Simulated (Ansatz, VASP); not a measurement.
# InP: VASP beside Ansatz

POSCAR

```
InP
1.0
    4.3931098464      0.0000000000      0.0000000000
   -2.1965549232      3.8045447286      0.0000000000
    0.0000000000      0.0000000000      5.9734964704
In P
2 2
Direct
    0.3333333333      0.6666666667      0.2500000000
    0.6666666667      0.3333333333      0.7500000000
    0.6666666667      0.3333333333      0.2500000000
    0.3333333333      0.6666666667      0.7500000000
```

Contents of INCAR.step1:

```
SYSTEM = InP
PREC = Accurate ; ENCUT = 520
EDIFF = 1E-5 ; ISMEAR = -1
SIGMA = 0.02 ; LREAL = .FALSE.
LASPH = .TRUE. ; NELM = 60
ALGO = Normal ; ISIF = 2
LWAVE = .TRUE. ; LCHARG = .FALSE.
NBANDS = 26 ; GGA = PE
LUSENCCL = .FALSE.
```

INCAR.step2

```
SYSTEM = InP
PREC = Accurate ; ENCUT = 520
EDIFF = 1E-7 ; ISMEAR = -1
SIGMA = 0.02 ; LREAL = .FALSE.
LASPH = .TRUE. ; NELM = 60
ALGO = Normal ; ISIF = 2
LWAVE = .FALSE. ; LCHARG = .FALSE.
GGA = PE ; LHFCALC = .TRUE.
AEXX = 0.15 ; HFSCREEN = 0.3
PRECFOCK = Normal ; NBANDS = 26
ISTART = 1 ; LUSENCCL = .FALSE.
```

The input KPOINTS:

```
regular mesh
0
G
  6 6 2
  0 0 0
```

Input for Ansatz:

```yaml
crystal:
  lattice:
    - [4.3931098464, 0.0, 0.0]
    - [-2.1965549232, 3.8045447286, 0.0]
    - [0.0, 0.0, 5.9734964704]
  atoms:
    - { symbol: In, position: [0.3333333333, 0.6666666667, 0.25] }
    - { symbol: In, position: [0.6666666667, 0.3333333333, 0.75] }
    - { symbol: P, position: [0.6666666667, 0.3333333333, 0.25] }
    - { symbol: P, position: [0.3333333333, 0.6666666667, 0.75] }
kpoints:
  mp_grid: { grid: [6, 6, 2] }
hamiltonian:
  xc: { exchange: pbe, correlation: pbe, exx: { coeff: 0.15, omega: 0.3 } }
scf:
  occupations: { method: fermi_dirac, width: 0.02 }
  n_extra_bands: 5
output:
  forces: true
  stress: true
  eigenvalues: true
```

Alike in both runs: task single point; functional PBE-based screened hybrid; k mesh 6 × 6 × 2; occupations fermi-dirac, width 0.02 eV; no spin polarisation.

|  | VASP | Ansatz |
| --- | --- | --- |
| version | VASP 6.6.1 | Ansatz 0.2.0 |
| potentials or method | VASP PAW PBE potentials, release 64 (In_d, P) | plane waves |
| plane-wave cutoff (eV) | 520 | 420 |
| valence electrons in the cell | 36 | 36 |

Ansatz gave:

* pressure (GPa): 0.8
* traceless stress, the component that is largest in VASP (GPa): 0.58

Task: Which values does VASP return?

Result: Pressure (GPa): 0.7; traceless stress, the component that is largest in VASP (GPa): 0.63.

VASP's potentials were made for PBE, not for PBE-based screened hybrid. Ansatz's warnings: stress exchange threshold loose, stress scf threshold loose.

The k mesh is coarse, so the values compare programs but aren't converged.
